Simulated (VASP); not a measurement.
# GeSbTe3 (R3m) in VASP: single point with PBEsol

Aim: the single point of GeSbTe3 with PBEsol.

Program: VASP 6.6.1. These are calculated values, not measurements. Logs are shortened: lines on timing, memory, paths and dates and some standing lists are left out, and cuts for length are marked.

## (1) The cell of the first run

The structure is trigonal, space group R3m (No. 160). Conventional cell: a = 4.207 Å, b = 4.207 Å, c = 29.614 Å, α = 90.00°, β = 90.00°, γ = 120.00°. Ge (site symmetry 3m) has 6 Te at 2.86 to 3.14 Å within 3.8 Å. Within 4.0 Å of Sb (site symmetry 3m) lie 6 Te at 3.04 to 3.12 Å. Te (site symmetry 3m) has 3 Sb at 3.12 Å and 3 Ge at 3.14 Å and 9 Te at 4.21 to 4.26 Å within 4.3 Å. Te (site symmetry 3m) has 3 Sb at 3.04 Å and 3 Te at 3.55 Å within 4.0 Å. Within 3.8 Å of Te (site symmetry 3m) lie 3 Ge at 2.86 Å and 3 Te at 3.55 Å.

## (2) Single point, PBEsol

Input file INCAR:

```
SYSTEM = GeSbTe3
  PREC = Accurate
  ENCUT = 520
  EDIFF = 1E-6
  ISMEAR = 0
  SIGMA = 0.1
  LREAL = .FALSE.
  LASPH = .TRUE.
  NELM = 100
  ALGO = Normal
  ISIF = 2
  LWAVE = .FALSE.
  LCHARG = .FALSE.
  GGA = PS
  NBANDS = 26
```

Input file KPOINTS:

```
regular mesh
0
G
  12 12 12
  0 0 0
```

Input file POSCAR:

```
GeSbTe3
1.0
    2.1034800504      1.2144447733      9.8714625907
   -2.1034800504      1.2144447733      9.8714625907
    0.0000000000     -2.4288895466      9.8714625907
Ge Sb Te
1 1 3
Direct
    0.5978230000      0.5978230000      0.5978230000
    0.3977000000      0.3977000000      0.3977000000
    0.9983600000      0.9983600000      0.9983600000
    0.7925750000      0.7925750000      0.7925750000
    0.2135430000      0.2135430000      0.2135430000
```

Potentials or basis: VASP PAW PBE potentials, release 64 (Ge_d, Sb, Te).

Launch:

```sh
$ cat potpaw_PBE.64/Ge_d/POTCAR potpaw_PBE.64/Sb/POTCAR potpaw_PBE.64/Te/POTCAR > POTCAR
$ mpirun -np 1 vasp_std > vasp.out
```

OUTCAR:

```text
SYSTEM = GeSbTe3
   PREC = Accurate
   ENCUT = 520
   EDIFF = 1E-6
   ISMEAR = 0
   LREAL = .FALSE.
   LASPH = .TRUE.
   NELM = 100
   ISIF = 2
   GGA = PS

 ion  position               nearest neighbor table
   1  0.598  0.598  0.598-   5 2.86   5 2.86   5 2.86   3 3.14   3 3.14   3 3.14
   2  0.398  0.398  0.398-   4 3.04   4 3.04   4 3.04   3 3.12   3 3.12   3 3.12
   3  0.998  0.998  0.998-   2 3.12   2 3.12   2 3.12   1 3.14   1 3.14   1 3.14
   4  0.793  0.793  0.793-   2 3.04   2 3.04   2 3.04   5 3.55   5 3.55   5 3.55
   5  0.214  0.214  0.214-   1 2.86   1 2.86   1 2.86   4 3.55   4 3.55   4 3.55

  LATTYP: Found a trigonal (rhomboedric) cell.
 ALAT       =    10.1658879646
 COS(alpha) =     0.9143719306

  Lattice vectors:

 A1 = (   2.1034800504,   1.2144447733,   9.8714625907)
 A2 = (  -2.1034800504,   1.2144447733,   9.8714625907)
 A3 = (   0.0000000000,  -2.4288895466,   9.8714625907)

Analysis of symmetry for initial positions (statically):
=====================================================================
 Subroutine PRICEL returns:
 Original cell was already a primitive cell.

 Routine SETGRP: Setting up the symmetry group for a
 trigonal (rhombohedral) supercell.

 Subroutine GETGRP returns: Found  6 space group operations
 (whereof  6 operations were pure point group operations)
 out of a pool of 12 trial point group operations.

The static configuration has the point symmetry C_3v.

Analysis of symmetry for dynamics (positions and initial velocities):
=====================================================================
 Subroutine PRICEL returns:
 Original cell was already a primitive cell.

 Routine SETGRP: Setting up the symmetry group for a
 trigonal (rhombohedral) supercell.

 Subroutine GETGRP returns: Found  6 space group operations
 (whereof  6 operations were pure point group operations)
 out of a pool of 12 trial point group operations.

The dynamic configuration has the point symmetry C_3v.

 Subroutine INISYM returns: Found  6 space group operations
 (whereof  6 operations are pure point group operations),
 and found     1 'primitive' translations

----------------------------------------------------------------------------------------

                                     Primitive cell

  volume of cell :     151.3035

  direct lattice vectors                    reciprocal lattice vectors
     2.103480050  1.214444773  9.871462591     0.237701327  0.137236925  0.033767370
    -2.103480050  1.214444773  9.871462591    -0.237701327  0.137236925  0.033767370
     0.000000000 -2.428889547  9.871462591     0.000000000 -0.274473851  0.033767370

  length of vectors
    10.165887965 10.165887965 10.165887965     0.276543179  0.276543179  0.276543179

  position of ions in fractional coordinates (direct lattice)
     0.597823000  0.597823000  0.597823000
     0.397700000  0.397700000  0.397700000
     0.998360000  0.998360000  0.998360000
     0.792575000  0.792575000  0.792575000
     0.213543000  0.213543000  0.213543000

  ion indices of the primitive-cell ions
   primitive index   ion index
                 1           1
                 2           2
                 3           3
                 4           4
                 5           5

----------------------------------------------------------------------------------------

 KPOINTS: regular mesh

Automatic generation of k-mesh.
 Grid dimensions read from file:
 generate k-points for:   12   12   12

 Generating k-lattice:

  Cartesian coordinates                     Fractional coordinates (reciprocal lattice)
     0.019808444  0.011436410  0.002813948     0.083333333 -0.000000000 -0.000000000
    -0.019808444  0.011436410  0.002813948    -0.000000000  0.083333333 -0.000000000
     0.000000000 -0.022872821  0.002813948    -0.000000000 -0.000000000  0.083333333

  Length of vectors
     0.023045265  0.023045265  0.023045265

  Shift w.r.t. Gamma in fractional coordinates (k-lattice)
     0.000000000  0.000000000  0.000000000

 Subroutine IBZKPT returns following result:
 ===========================================

 Found    189 irreducible k-points:

 Following reciprocal coordinates:
            Coordinates               Weight
  0.000000  0.000000  0.000000      1.000000
  0.083333  0.000000  0.000000      6.000000
  0.166667  0.000000  0.000000      6.000000
  0.250000 -0.000000  0.000000      6.000000
  0.333333 -0.000000  0.000000      6.000000
  0.416667 -0.000000  0.000000      6.000000
[... 16 lines left out ...]
  0.500000  0.166667  0.000000     12.000000
 -0.416667  0.166667 -0.000000     12.000000
 [... further k-points ...]
   k-points           NKPTS =    189   k-points in BZ     NKDIM =    189   number of bands    NBANDS=     26
   number of dos      NEDOS =    301   number of ions     NIONS =      5
   total plane-waves  NPLWV = 512000
   dimension x,y,z NGX =    80 NGY =   80 NGZ =   80
   dimension x,y,z NGXF=   160 NGYF=  160 NGZF=  160
   ions per type =               1   1   3
   NGX,Y,Z   is equivalent  to a cutoff of  13.08, 13.08, 13.08 a.u.
   NGXF,Y,Z  is equivalent  to a cutoff of  26.17, 26.17, 26.17 a.u.
 SYSTEM =  GeSbTe3
   PREC   = accura    normal or accurate (medium, high low for compatibility)
   ISTART =      0    job   : 0-new  1-cont  2-samecut
   ICHARG =      2    charge: 1-file 2-atom 10-const
   ISPIN  =      1    spin polarized calculation?
   LNONCOLLINEAR =      F non collinear calculations
   LSORBIT =      F    spin-orbit coupling
   LASPH  =      T    aspherical Exc in radial PAW
   ENCUT  =  520.0 eV  38.22 Ry    6.18 a.u.  18.90 18.90 18.90*2*pi/ulx,y,z
   NELM   =    100;   NELMIN=  2; NELMDL= -5     # of ELM steps
   EDIFF  = 0.1E-05   stopping-criterion for ELM
   LREAL  =      F    real-space projection
   EDIFFG = 0.1E-04   stopping-criterion for IOM
   NSW    =      0    number of steps for IOM
   IBRION =     -1    ionic relax: 0-MD 1-quasi-New 2-CG
   NFREE  =      0    steps in history (QN), initial steepest desc. (CG)
   ISIF   =      2    stress and relaxation
   ISYM   =      2    0-nonsym 1-usesym 2-fastsym
   POTIM  = 0.5000    time-step for ionic-motion
   TEBEG  =    0.0;   TEEND  =   0.0 temperature during run
   PSTRESS=    0.0 pullay stress
   NELECT =      37.0000    total number of electrons
   NUPDOWN=      -1.0000    fix difference up-down
   EMIN   =  10.00;   EMAX   =-10.00  energy-range for DOS
   EFERMI =   0.00;   METHOD = LEGACY
   ISMEAR =     0;   SIGMA  =   0.10  broadening in eV -4-tet -1-fermi 0-gaus
   EFERMI_NEDOS =   21; number of points for ismear=-14 and -15
   IALGO  =     38    algorithm
   IMIX   =      4    mixing-type and parameters
     AMIX     =   0.40;   BMIX     =  1.00
     AMIX_MAG =   1.60;   BMIX_MAG =  1.00
  volume/ion in A,a.u.               =      30.26       204.21
  Fermi-wavevector in a.u.,A,eV,Ry     =   1.023747  1.934600 14.259680  1.048057
  Thomas-Fermi vector in A             =   2.157497
   LORBIT       =      0    0 simple, 1 ext, 2 COOP (PROOUT), +10 PAW based schemes
   GGA     = PS    functional components
   LHFCALC =     F    Hartree Fock is set to
   AEXX    =    0.0000 exact exchange contribution
   IVDW    =     0    specifies the selected vdW correction
   LEPSILON=     F    determine dielectric tensor
   LRPA    =     F    only Hartree local field effects (RPA)
 non-spin polarized calculation
 Gauss-broadening in eV      SIGMA  =   0.10
  energy-cutoff  :      520.00
  volume of cell :      151.30
 maximum number of plane-waves:      4094
 NGX is ok and might be reduce to    80
   NGX = 37   NGY = 37   NGZ = 37

 number of electron      37.0000003 magnetization

 Free energy of the ion-electron system (eV)
  ---------------------------------------------------
  ext. energy  EPLUGINS =         0.00000000
  ---------------------------------------------------
  free energy    TOTEN  =       -20.38930988 eV

  energy without entropy =      -20.37380706  energy(sigma->0) =      -20.38155847

 E-fermi :   5.7898     XC(G=0):  -9.6116

 val. band max:        5.7877573457   @ k =  -0.3333   0.4167   0.0833
 cond. band min:       5.7943732399   @ k =  -0.3333   0.5000   0.1667
 fundamental gap:      0.0066158942
 Fermi energy:         5.7897959660

 k-point     1 :       0.0000    0.0000    0.0000
  band No.  band energies     occupation
      1     -18.6907      2.00000
      2     -18.6907      2.00000
      3     -18.6885      2.00000
      4     -18.6799      2.00000
      5     -18.6799      2.00000
      6      -7.0431      2.00000
[... 18 lines left out ...]
     25       8.6142      0.00000
     26      10.7351      0.00000

 k-point     2 :       0.0833    0.0000    0.0000
  band No.  band energies     occupation
      1     -18.6910      2.00000
      2     -18.6907      2.00000
      3     -18.6884      2.00000
      4     -18.6799      2.00000
      5     -18.6797      2.00000
      6      -6.9780      2.00000
[... 18 lines left out ...]
     25       8.7125      0.00000
     26      10.6916      0.00000

 k-point     3 :       0.1667    0.0000    0.0000
  band No.  band energies     occupation
      1     -18.6916      2.00000
      2     -18.6907      2.00000
      3     -18.6881      2.00000
      4     -18.6800      2.00000
      5     -18.6793      2.00000
      6      -6.7848      2.00000
[... 18 lines left out ...]
     25       9.5184      0.00000
     26      10.2079      0.00000

 k-point     4 :       0.2500   -0.0000    0.0000
  band No.  band energies     occupation
      1     -18.6924      2.00000
      2     -18.6907      2.00000
      3     -18.6876      2.00000
      4     -18.6800      2.00000
      5     -18.6786      2.00000
      6      -6.4717      2.00000
[... 18 lines left out ...]
     25       9.8071      0.00000
     26      10.5041      0.00000
[... 496 lines left out ...]
      1     -18.6931      2.00000
      2     -18.6910      2.00000
      3     -18.6871      2.00000
      4     -18.6798      2.00000
      5     -18.6779      2.00000
      6      -5.8685      2.00000
[... 18 lines left out ...]
     25      10.2353      0.00000
     26      10.8394      0.00000

 k-point    23 :       0.5000    0.1667    0.0000
  band No.  band energies     occupation
      1     -18.6935      2.00000
      2     -18.6911      2.00000
      3     -18.6868      2.00000
      4     -18.6797      2.00000
      5     -18.6777      2.00000
      6      -5.4191      2.00000
[... 18 lines left out ...]
     25      10.1496      0.00000
     26      10.7218      0.00000

 k-point    24 :      -0.4167    0.1667   -0.0000
  band No.  band energies     occupation
      1     -18.6936      2.00000
      2     -18.6912      2.00000
      3     -18.6867      2.00000
      4     -18.6796      2.00000
      5     -18.6776      2.00000
      6      -5.1435      2.00000
[... 18 lines left out ...]
     25      10.0551      0.00000
     26      10.3691      0.00000

 [... further k-points ...]

------------------------ aborting loop because EDIFF is reached ----------------------------------------

  FORCE on cell =-STRESS in cart. coord.  units (eV):
  Direction    XX          YY          ZZ          XY          YZ          ZX
  --------------------------------------------------------------------------------------
  -------------------------------------------------------------------------------------
  Total       -2.4704165     -2.4704165     -1.8159937      0.0000000      0.0000000      0.0000000
  in kB      -26.1596444    -26.1596444    -19.2298547      0.0000000      0.0000000      0.0000000
  external PRESSURE =     -23.8497145 kB  Pullay stress =       0.0000000 kB

 VOLUME and BASIS-vectors are now :
 -----------------------------------------------------------------------------
  energy-cutoff  :      520.00
  volume of cell :      151.30
      direct lattice vectors                 reciprocal lattice vectors
     2.103480050  1.214444773  9.871462591     0.237701327  0.137236925  0.033767370
    -2.103480050  1.214444773  9.871462591    -0.237701327  0.137236925  0.033767370
     0.000000000 -2.428889547  9.871462591     0.000000000 -0.274473851  0.033767370

 POSITION                                       TOTAL-FORCE (eV/Angst)
 -----------------------------------------------------------------------------------
      0.00000      0.00000     17.70416         0.000000     -0.000000     -0.003516
      0.00000      0.00000     11.77764         0.000000     -0.000000      0.006901
      0.00000      0.00000     29.56582         0.000000     -0.000000     -0.003845
      0.00000      0.00000     23.47162         0.000000     -0.000000     -0.180390
      0.00000      0.00000      6.32395         0.000000      0.000000      0.180851
 -----------------------------------------------------------------------------------
    total drift:                               -0.000000      0.000000      0.000056

  FREE ENERGIE OF THE ION-ELECTRON SYSTEM (eV)
  ---------------------------------------------------
  free  energy   TOTEN  =       -20.3893098830 eV

  energy  without entropy=      -20.3738070576  energy(sigma->0) =      -20.38155847
```

It took 46 min on 1 thread of Intel Xeon Platinum 8488C (Sapphire Rapids), shared host; peak memory 1.4 GiB.

Results:

```
Free energy            : -20.3893 eV
Pressure               : -2.4 GPa
Largest force          : 0.181 eV/Å
Band gap on the k mesh : zero (an odd number of electrons rules out a gap without spin polarisation)
```

Forces on the atoms (eV/Å):
```
Ge   0.000  0.000 -0.004
Sb   0.000  0.000  0.007
Te   0.000  0.000 -0.004
Te   0.000  0.000 -0.180
Te   0.000  0.000  0.181
```

Stress tensor (GPa, compression positive):
```
-2.62  0.00  0.00
 0.00 -2.62  0.00
 0.00  0.00 -1.92
```

Caveat: the PAW data sets were made with another functional, which shifts forces and pressure a little; spin-orbit coupling is left out, which moves the levels of the heavy elements.
